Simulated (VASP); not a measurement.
A run of VASP 6.6.1 is set up as follows.

POSCAR

```
PbS
1.0
    0.0000000000      2.9678435700      2.9678435700
    2.9678435700      0.0000000000      2.9678435700
    2.9678435700      2.9678435700      0.0000000000
Pb S
1 1
Direct
    0.0000000000      0.0000000000      0.0000000000
    0.5000000000      0.5000000000      0.5000000000
```

Contents of INCAR.step1:

```
PREC = Accurate
ENCUT = 520
ISMEAR = -1
SIGMA = 0.02
LREAL = False
LASPH = True
NELM = 80
NBANDS = 17
GGA = PE
ALGO = Normal
EDIFF = 1E-4
LWAVE = True
LCHARG = False
```

File INCAR.step2:

```
PREC = Accurate
ENCUT = 520
EDIFF = 1E-6
ISMEAR = -1
SIGMA = 0.02
LREAL = False
LASPH = True
NELM = 80
ALGO = Normal
ISIF = 2
LWAVE = False
LCHARG = False
METAGGA = R2SCAN
LMIXTAU = True
NBANDS = 17
ISTART = 1
```

KPOINTS

```
regular mesh
0
Gamma
  8 8 8
```

Potentials or basis: VASP PAW PBE potentials, release 64 (Pb_d, S).

Launch:

```bash
$ cat potpaw_PBE.64/Pb_d/POTCAR potpaw_PBE.64/S/POTCAR > POTCAR
$ cp INCAR.step1 INCAR
$ mpirun -np 1 vasp_std > vasp.out
$ cp INCAR.step2 INCAR
$ mpirun -np 1 vasp_std > vasp.out
```

(1) Predict the pressure.

(2) Predict the band gap on the k mesh.

Answers

(1) 1.2 GPa.

(2) 0.63 eV, direct.

Caveat: the PAW data sets were made with another functional, which shifts forces and pressure a little; spin-orbit coupling is left out, which moves the levels of the heavy elements.
